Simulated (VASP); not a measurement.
# Si2W (I4/mmm) in VASP: a series of runs

Runs on Si2W. Level: PBE. Tasks: single point.

All numbers are computed with VASP 6.6.1; they aren't measurements. Logs are shortened: lines on timing, memory, paths and dates and some standing lists are left out, and cuts for length are marked.

### 1 The cell of the first run

Symmetry: I4/mmm, No. 139, tetragonal system. The conventional cell has a = 3.122 Å, b = 3.122 Å, c = 7.661 Å, α = 90.00°, β = 90.00°, γ = 90.00°. Within 3.4 Å of Si (site symmetry 4mm) lie 9 Si at 2.55 to 3.12 Å and 5 W at 2.55 Å. Within 3.4 Å of W (site symmetry 4/mmm) lie 10 Si at 2.55 Å and 4 W at 3.12 Å.

### 2 Single point, PBE

File INCAR:

```
PREC = Accurate ; ENCUT = 520
EDIFF = 1E-6 ; ISMEAR = 0
SIGMA = 0.1 ; LREAL = F
LASPH = T ; NELM = 80
ALGO = Normal ; ISIF = 2
LWAVE = F ; LCHARG = T
GGA = PE ; LELF = T
LVHAR = T ; NBANDS = 18
```

File KPOINTS:

```
regular mesh
0
Gamma
  18 18 18
```

File POSCAR:

```
Si2W
1.0
   -1.5611752503      1.5611752503      3.8306729041
    1.5611752503     -1.5611752503      3.8306729041
    1.5611752503      1.5611752503     -3.8306729041
Si W
2 1
Direct
    0.3331520250      0.3331520250      0.0000000000
    0.6668479750      0.6668479750      0.0000000000
    0.0000000000      0.0000000000      0.0000000000
```

Potentials or basis: VASP PAW PBE potentials, release 64 (Si, W_sv).

The run is started by

```console
$ cat potpaw_PBE.64/Si/POTCAR potpaw_PBE.64/W_sv/POTCAR > POTCAR
$ mpirun -np 1 vasp_std > vasp.out
```

OUTCAR:

```text
PREC = Accurate
   ENCUT = 520
   EDIFF = 1E-6
   ISMEAR = 0
   LREAL = F
   LASPH = T
   NELM = 80
   ISIF = 2
   GGA = PE

 ion  position               nearest neighbor table
   1  0.333  0.333  0.000-   2 2.55   2 2.55   2 2.55   2 2.55   3 2.55   3 2.55   3 2.55   3 2.55
                             3 2.55   2 2.56
   2  0.667  0.667  0.000-   1 2.55   1 2.55   1 2.55   1 2.55   3 2.55   3 2.55   3 2.55   3 2.55
                             3 2.55   1 2.56
   3  0.000  0.000  0.000-   2 2.55   2 2.55   2 2.55   1 2.55   2 2.55   1 2.55   1 2.55   1 2.55
                             1 2.55   2 2.55

  LATTYP: Found a body centered tetragonal cell.
 ALAT       =     3.1223505006
 C/A-ratio  =     2.4537110125

  Lattice vectors:

 A1 = (  -1.5611752503,   1.5611752503,   3.8306729041)
 A2 = (   1.5611752503,  -1.5611752503,   3.8306729041)
 A3 = (   1.5611752503,   1.5611752503,  -3.8306729041)

Analysis of symmetry for initial positions (statically):
=====================================================================
 Subroutine PRICEL returns:
 Original cell was already a primitive cell.

 Routine SETGRP: Setting up the symmetry group for a
 body centered tetragonal supercell.

 Subroutine GETGRP returns: Found 16 space group operations
 (whereof 16 operations were pure point group operations)
 out of a pool of 16 trial point group operations.

The static configuration has the point symmetry D_4h.

Analysis of symmetry for dynamics (positions and initial velocities):
=====================================================================
 Subroutine PRICEL returns:
 Original cell was already a primitive cell.

 Routine SETGRP: Setting up the symmetry group for a
 body centered tetragonal supercell.

 Subroutine GETGRP returns: Found 16 space group operations
 (whereof 16 operations were pure point group operations)
 out of a pool of 16 trial point group operations.

The dynamic configuration has the point symmetry D_4h.

 Subroutine INISYM returns: Found 16 space group operations
 (whereof 16 operations are pure point group operations),
 and found     1 'primitive' translations

----------------------------------------------------------------------------------------

                                     Primitive cell

  volume of cell :      37.3455

  direct lattice vectors                    reciprocal lattice vectors
    -1.561175250  1.561175250  3.830672904     0.000000000  0.320271539  0.130525370
     1.561175250 -1.561175250  3.830672904     0.320271539  0.000000000  0.130525370
     1.561175250  1.561175250 -3.830672904     0.320271539  0.320271539  0.000000000

  length of vectors
     4.421378882  4.421378882  4.421378882     0.345847844  0.345847844  0.452932354

  position of ions in fractional coordinates (direct lattice)
     0.333152025  0.333152025  0.000000000
     0.666847975  0.666847975  0.000000000
     0.000000000  0.000000000  0.000000000

  ion indices of the primitive-cell ions
   primitive index   ion index
                 1           1
                 2           2
                 3           3

----------------------------------------------------------------------------------------

 KPOINTS: regular mesh

Automatic generation of k-mesh.
 Grid dimensions read from file:
 generate k-points for:   18   18   18

 Generating k-lattice:

  Cartesian coordinates                     Fractional coordinates (reciprocal lattice)
     0.000000000  0.017792863  0.007251409     0.055555556  0.000000000 -0.000000000
     0.017792863  0.000000000  0.007251409     0.000000000  0.055555556 -0.000000000
     0.017792863  0.017792863  0.000000000     0.000000000  0.000000000  0.055555556

  Length of vectors
     0.019213769  0.019213769  0.025162909

  Shift w.r.t. Gamma in fractional coordinates (k-lattice)
     0.000000000  0.000000000  0.000000000

 Subroutine IBZKPT returns following result:
 ===========================================

 Found    480 irreducible k-points:

 Following reciprocal coordinates:
            Coordinates               Weight
  0.000000  0.000000  0.000000      1.000000
  0.055556 -0.000000  0.000000      8.000000
  0.111111 -0.000000  0.000000      8.000000
  0.166667  0.000000  0.000000      8.000000
  0.222222 -0.000000  0.000000      8.000000
  0.277778  0.000000 -0.000000      8.000000
[... 16 lines left out ...]
 -0.277778  0.055556  0.000000     16.000000
 -0.222222  0.055556 -0.000000     16.000000
 [... further k-points ...]
   k-points           NKPTS =    480   k-points in BZ     NKDIM =    480   number of bands    NBANDS=     18
   number of dos      NEDOS =    301   number of ions     NIONS =      3
   total plane-waves  NPLWV =  46656
   dimension x,y,z NGX =    36 NGY =   36 NGZ =   36
   dimension x,y,z NGXF=    72 NGYF=   72 NGZF=   72
   ions per type =               2   1
   NGX,Y,Z   is equivalent  to a cutoff of  13.54, 13.54, 13.54 a.u.
   NGXF,Y,Z  is equivalent  to a cutoff of  27.07, 27.07, 27.07 a.u.
 SYSTEM =  unknown system
   PREC   = accura    normal or accurate (medium, high low for compatibility)
   ISTART =      0    job   : 0-new  1-cont  2-samecut
   ICHARG =      2    charge: 1-file 2-atom 10-const
   ISPIN  =      1    spin polarized calculation?
   LNONCOLLINEAR =      F non collinear calculations
   LSORBIT =      F    spin-orbit coupling
   LASPH  =      T    aspherical Exc in radial PAW
   ENCUT  =  520.0 eV  38.22 Ry    6.18 a.u.   8.22  8.22  8.22*2*pi/ulx,y,z
   NELM   =     80;   NELMIN=  2; NELMDL= -5     # of ELM steps
   EDIFF  = 0.1E-05   stopping-criterion for ELM
   LREAL  =      F    real-space projection
   EDIFFG = 0.1E-04   stopping-criterion for IOM
   NSW    =      0    number of steps for IOM
   IBRION =     -1    ionic relax: 0-MD 1-quasi-New 2-CG
   NFREE  =      0    steps in history (QN), initial steepest desc. (CG)
   ISIF   =      2    stress and relaxation
   ISYM   =      2    0-nonsym 1-usesym 2-fastsym
   POTIM  = 0.5000    time-step for ionic-motion
   TEBEG  =    0.0;   TEEND  =   0.0 temperature during run
   PSTRESS=    0.0 pullay stress
   NELECT =      22.0000    total number of electrons
   NUPDOWN=      -1.0000    fix difference up-down
   EMIN   =  10.00;   EMAX   =-10.00  energy-range for DOS
   EFERMI =   0.00;   METHOD = LEGACY
   ISMEAR =     0;   SIGMA  =   0.10  broadening in eV -4-tet -1-fermi 0-gaus
   EFERMI_NEDOS =   21; number of points for ismear=-14 and -15
   IALGO  =     38    algorithm
   IMIX   =      4    mixing-type and parameters
     AMIX     =   0.40;   BMIX     =  1.00
     AMIX_MAG =   1.60;   BMIX_MAG =  1.00
  volume/ion in A,a.u.               =      12.45        84.01
  Fermi-wavevector in a.u.,A,eV,Ry     =   1.372365  2.593394 25.625014  1.883385
  Thomas-Fermi vector in A             =   2.497978
   LORBIT       =      0    0 simple, 1 ext, 2 COOP (PROOUT), +10 PAW based schemes
   GGA     = PE    functional components
   LHFCALC =     F    Hartree Fock is set to
   AEXX    =    0.0000 exact exchange contribution
   IVDW    =     0    specifies the selected vdW correction
   LEPSILON=     F    determine dielectric tensor
   LRPA    =     F    only Hartree local field effects (RPA)
 non-spin polarized calculation
 Gauss-broadening in eV      SIGMA  =   0.10
  energy-cutoff  :      520.00
  volume of cell :       37.35
 maximum number of plane-waves:      1023
 NGX is ok and might be reduce to    36
   NGX = 17   NGY = 17   NGZ = 17

 number of electron      22.0000001 magnetization

 Free energy of the ion-electron system (eV)
  ---------------------------------------------------
  ext. energy  EPLUGINS =         0.00000000
  ---------------------------------------------------
  free energy    TOTEN  =       -24.54834049 eV

  energy without entropy =      -24.54730400  energy(sigma->0) =      -24.54782224

 E-fermi :  13.1580     XC(G=0): -12.9141

 val. band max:       13.1241399540   @ k =  -0.3889  -0.3889   0.3333
 cond. band min:      13.1633205978   @ k =  -0.4444   0.5000   0.2778
 fundamental gap:      0.0391806438
 Fermi energy:        13.1580400402

 k-point     1 :       0.0000    0.0000    0.0000
  band No.  band energies     occupation
      1     -60.5285      2.00000
      2     -24.8888      2.00000
      3     -24.8002      2.00000
      4     -24.8002      2.00000
      5      -1.6334      2.00000
      6       5.7736      2.00000
[... 10 lines left out ...]
     17      19.3117      0.00000
     18      19.3117      0.00000

 k-point     2 :       0.0556   -0.0000    0.0000
  band No.  band energies     occupation
      1     -60.5282      2.00000
      2     -24.8881      2.00000
      3     -24.8096      2.00000
      4     -24.7993      2.00000
      5      -1.5696      2.00000
      6       5.7889      2.00000
[... 10 lines left out ...]
     17      19.3173      0.00000
     18      19.5366      0.00000

 k-point     3 :       0.1111   -0.0000    0.0000
  band No.  band energies     occupation
      1     -60.5271      2.00000
      2     -24.8861      2.00000
      3     -24.8365      2.00000
      4     -24.7969      2.00000
      5      -1.3798      2.00000
      6       5.8249      2.00000
[... 10 lines left out ...]
     17      19.3891      0.00000
     18      20.0765      0.00000

 k-point     4 :       0.1667    0.0000    0.0000
  band No.  band energies     occupation
      1     -60.5255      2.00000
      2     -24.8834      2.00000
      3     -24.8771      2.00000
      4     -24.7931      2.00000
      5      -1.0690      2.00000
      6       5.8446      2.00000
[... 375 lines left out ...]
      4     -24.7878      2.00000
      5       0.4582      2.00000
      6       5.0627      2.00000
[... 10 lines left out ...]
     17      20.9720      0.00000
     18      21.9702      0.00000

 k-point    23 :      -0.2778    0.0556    0.0000
  band No.  band energies     occupation
      1     -60.5212      2.00000
      2     -24.9789      2.00000
      3     -24.8729      2.00000
      4     -24.7925      2.00000
      5      -0.1452      2.00000
      6       5.6671      2.00000
[... 10 lines left out ...]
     17      20.8631      0.00000
     18      21.6159      0.00000

 k-point    24 :      -0.2222    0.0556   -0.0000
  band No.  band energies     occupation
      1     -60.5233      2.00000
      2     -24.9264      2.00000
      3     -24.8771      2.00000
      4     -24.7975      2.00000
      5      -0.6562      2.00000
      6       6.0312      2.00000
[... 10 lines left out ...]
     17      20.0857      0.00000
     18      21.7171      0.00000

 [... further k-points ...]

------------------------ aborting loop because EDIFF is reached ----------------------------------------

  FORCE on cell =-STRESS in cart. coord.  units (eV):
  Direction    XX          YY          ZZ          XY          YZ          ZX
  --------------------------------------------------------------------------------------
  -------------------------------------------------------------------------------------
  Total        5.8721481      5.8721481      5.8486436      0.0000000      0.0000000      0.0000000
  in kB      251.9238051    251.9238051    250.9154261      0.0000000      0.0000000      0.0000000
  external PRESSURE =     251.5876787 kB  Pullay stress =       0.0000000 kB

 VOLUME and BASIS-vectors are now :
 -----------------------------------------------------------------------------
  energy-cutoff  :      520.00
  volume of cell :       37.35
      direct lattice vectors                 reciprocal lattice vectors
    -1.561175250  1.561175250  3.830672904     0.000000000  0.320271539  0.130525370
     1.561175250 -1.561175250  3.830672904     0.320271539  0.000000000  0.130525370
     1.561175250  1.561175250 -3.830672904     0.320271539  0.320271539  0.000000000

 POSITION                                       TOTAL-FORCE (eV/Angst)
 -----------------------------------------------------------------------------------
      0.00000      0.00000      2.55239         0.000000      0.000000     -0.005457
      0.00000      0.00000      5.10895        -0.000000     -0.000000      0.005457
      0.00000      0.00000      0.00000        -0.000000     -0.000000      0.000000
 -----------------------------------------------------------------------------------
    total drift:                                0.000000      0.000000     -0.000000

  FREE ENERGIE OF THE ION-ELECTRON SYSTEM (eV)
  ---------------------------------------------------
  free  energy   TOTEN  =       -24.5483404901 eV

  energy  without entropy=      -24.5473039992  energy(sigma->0) =      -24.54782224
```

Run time: 6.2 min. Hardware: 1 thread of AMD EPYC 7R13, shared host; peak memory 0.44 GiB.

Results:

```
Free energy            : -24.5483 eV
Pressure               : 25.2 GPa
Largest force          : 0.005 eV/Å
Band gap on the k mesh : zero (band 11 reaches 14.06 eV, above the bottom of band 12 at 12.56 eV)
```

Forces in eV/Å, atoms in the order of the input:
```
Si   0.000  0.000 -0.005
Si   0.000  0.000  0.005
W    0.000  0.000  0.000
```

Stress tensor (GPa, compression positive):
```
25.19  0.00  0.00
 0.00 25.19  0.00
 0.00  0.00 25.09
```

Levels at points of the mesh, in eV from the Fermi level:
| k point | band 9 | band 10 | band 11 | band 12 | band 13 | band 14 |
| --- | --- | --- | --- | --- | --- | --- |
| (0.00, 0.00, 0.00) | -3.08 | -3.08 | 0.75 | 2.56 | 3.25 | 3.43 |
| (0.50, 0.00, 0.00) | -3.10 | -2.96 | -0.53 | 2.90 | 3.12 | 4.11 |
| (0.50, 0.50, 0.00) | -5.38 | -3.64 | -1.71 | 2.99 | 3.41 | 3.58 |
| (0.50, 0.50, 0.50) | -0.84 | -0.84 | -0.56 | -0.56 | 0.96 | 4.68 |

Caveat: spin-orbit coupling is left out, which moves the levels of the heavy elements.

[end of part 1 of 2]
